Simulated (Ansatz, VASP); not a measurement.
# WC: VASP beside Ansatz

```
W C
1.0
     0.00000    2.19268    2.19268
     2.19268    0.00000    2.19268
     2.19268    2.19268    0.00000
W C
1 1
Direct
  0.06450 0.00000 0.00000
  0.50000 0.50000 0.50000
```

Change from the starting cell: all W atoms moved -0.200 Å, as atom 1 towards its neighbour atom 1 (W) at 3.101 Å.

Alike in both runs: task single point; functional PBEsol; k mesh 18 × 18 × 18; occupations gaussian, width 0.15 eV; no spin polarisation.

```csv
,VASP,Ansatz
version,VASP 6.6.1,Ansatz 0.2.0
potentials or method,"VASP PAW PBE potentials, release 64 (W_sv, C_h), cutoff 910 eV","scalar-relativistic, plane waves, PAW"
valence electrons in the cell,18,18
```

|  | VASP | Ansatz | Ansatz less VASP |
| --- | --- | --- | --- |
| gap on the k mesh at the Fermi level (eV) | none | none | - |
| rms of the force components (eV/Å) | 0.888 | 0.877 | -0.0115 |

VASP's potentials were made for PBE, not for PBEsol. Atom by atom the forces differ by 0.012 eV/Å (rms over components). A gap of «none» marks a metal or a gap that the smearing closes. The functional is the same, so the differences come from potentials, cutoffs and numerics.

Spin-orbit coupling is off throughout. Noted on VASP's run: the cutoff is short for stress, so the pressure is rough.
